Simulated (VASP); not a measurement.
Write the native input for VASP 6.6.1 that does the following.

| Property | Result |
| --- | --- |
| Task | single point |
| Functional | PBE |
| Potentials or basis | VASP PAW PBE potentials, release 64 (Ta_pv, B, O) |
| Cutoff | 520 eV |
| k mesh | 6 × 6 × 4 |
| Occupations | gaussian, width 0.1 eV |
| Spin | no spin polarisation |
| Dipole correction | no |
| Further INCAR settings | ALGO = Normal; EDIFF = 1e-07; NBANDS = 25 |

The structure of Ta2B2O lies in POSCAR:

```
Ta2B2O
1.0
    3.5915068264     -0.0000000033      0.0000000000
   -1.7957534104      3.1103361512      0.0000000000
    0.0000000000      0.0000000000      6.0948674325
Ta B O
2 2 1
Direct
    0.0000000000      0.0000000000      0.0000000000
    0.3333333333      0.6666666667      0.5000000000
    0.3333333333      0.6666666667      0.1349780576
    0.3333333333      0.6666666667      0.8650219424
    0.0000000000      0.0000000000      0.5000000000
```

These files were run (other wordings do the same):

INCAR

```
ALGO     = Normal         # electronic algorithm
EDIFF    = 1E-7           # SCF threshold, eV
ENCUT    = 520            # plane-wave cutoff, eV
GGA      = PE             # functional
ISIF     = 2              # what is computed and relaxed
ISMEAR   = 0              # smearing method
LASPH    = T              # aspherical terms in the spheres
LCHARG   = F              # write CHGCAR
LREAL    = F              # projectors in reciprocal space
LWAVE    = F              # write WAVECAR
NBANDS   = 25             # bands
NELM     = 80             # most SCF steps
PREC     = Accurate       # precision mode
SIGMA    = 0.1            # smearing width, eV
```

KPOINTS

```
k-points
0
Gamma
  6 6 4
```

Potentials or basis: VASP PAW PBE potentials, release 64 (Ta_pv, B, O).

Launch:

```bash
$ cat potpaw_PBE.64/Ta_pv/POTCAR potpaw_PBE.64/B/POTCAR potpaw_PBE.64/O/POTCAR > POTCAR
$ mpirun -np 1 vasp_std > vasp.out
```

It gave:

```
Pressure               : 0.6 GPa
Largest force          : 0.006 eV/Å
Band gap on the k mesh : zero (band 17 reaches 4.97 eV, above the bottom of band 18 at 4.83 eV)
```

Caveat: spin-orbit coupling is left out, which moves the levels of the heavy elements.

Run time: 20 s on 1 thread of Intel(R) Xeon(R) 6975P-C (Granite Rapids), with other jobs on the host, peak memory 0.19 GiB.
